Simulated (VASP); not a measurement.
A run of VASP 6.6.1 is set up as follows.

The input INCAR:

```
SYSTEM = DyMgF
PREC = Accurate
ENCUT = 600
EDIFF = 1E-6
ISMEAR = 0
SIGMA = 0.2
LREAL = .FALSE.
LASPH = .TRUE.
NELM = 200
ALGO = Normal
ISIF = 2
LWAVE = .FALSE.
LCHARG = .FALSE.
GGA = PE
NBANDS = 27
GGA_COMPAT = .FALSE.
LMAXMIX = 6
```

File KPOINTS:

```
regular mesh
0
G
  6 6 6
  0 0 0
```

The input POSCAR:

```
DyMgF
1.0
   -1.9417962636      1.9417962636      8.7018828795
    1.9417962636     -1.9417962636      8.7018828795
    1.9417962636      1.9417962636     -8.7018828795
Dy Mg F
2 2 2
Direct
    0.3440154830      0.3440154830      0.0000000000
    0.6559845170      0.6559845170      0.0000000000
    0.0000000000      0.5000000000      0.5000000000
    0.5000000000      0.0000000000      0.5000000000
    0.2196371406      0.2196371406      0.0000000000
    0.7803628594      0.7803628594      0.0000000000
```

Potentials or basis: VASP PAW PBE potentials, release 64 (Dy_3, Mg, F), 4f in core.

Command:

```console
$ cat potpaw_PBE.64/Dy_3/POTCAR potpaw_PBE.64/Mg/POTCAR potpaw_PBE.64/F/POTCAR > POTCAR
$ mpirun -np 1 vasp_std > vasp.out
```

Predict the band gap on the k mesh.

zero (bands 18 and 19 overlap by 0.34 eV).

Predict the largest force.

0.201 eV/Å.

What does it give for the pressure?

0.4 GPa.

Forces in eV/Å, atoms in the order of the input:
```
Dy   0.000  0.000  0.141
Dy   0.000  0.000 -0.141
Mg   0.000  0.000  0.000
Mg   0.000  0.000  0.000
F    0.000  0.000 -0.201
F    0.000  0.000  0.201
```

Caveat: spin-orbit coupling is left out, which moves the levels of the heavy elements; the 4f electrons are frozen in the core, so they carry no moment and show no levels; the run has no spin polarisation, though such a crystal can be magnetic. Spin polarisation is off, so any magnetic state and its effect on volume and gap are missing.
